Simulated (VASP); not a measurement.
Crystal: Ta.

```
CELL_PARAMETERS angstrom
-1.65128 1.65128 1.65128
1.65128 -1.65128 1.65128
1.65128 1.65128 -1.65128
ATOMIC_POSITIONS crystal
Ta 0.00000 0.00000 0.00000
```

```yaml
Program: VASP 6.6.1
Task: relaxation of cell and atoms
Functional: PBE
Potentials_or_basis: VASP PAW PBE potentials, release 64 (Ta_pv)
Cutoff: 600 eV
k_mesh: 10 × 10 × 10
Occupations: fermi-dirac, width 0.02 eV
Spin: no spin polarisation
```

At the start: pressure 5.0 GPa; volume 18.01 Å³/atom.

Problem. Where does the relaxation end?

Solution. Over 4 steps the energy falls by 6.4 meV/atom and the volume is 18.43 Å³/atom (+2.3 %); space group Im-3m (No. 229, to 0.05 Å).

The path:
| step | energy change (eV) | largest force (eV/Å) | pressure (GPa) | volume (Å³) |
| --- | --- | --- | --- | --- |
| 1 | 0.0000 | 0.0000 | 4.97 | 18.01 |
| 2 | 0.0307 | 0.0000 | -10.53 | 19.51 |
| 3 | -0.0064 | 0.0000 | -0.06 | 18.44 |
| 4 | -0.0064 | 0.0000 | 0.03 | 18.43 |

Final structure:
```
Ta
1.0
    -1.66397    1.66397    1.66397
     1.66397   -1.66397    1.66397
     1.66397    1.66397   -1.66397
Ta
1
Direct
  0.00000 0.00000 0.00000
```
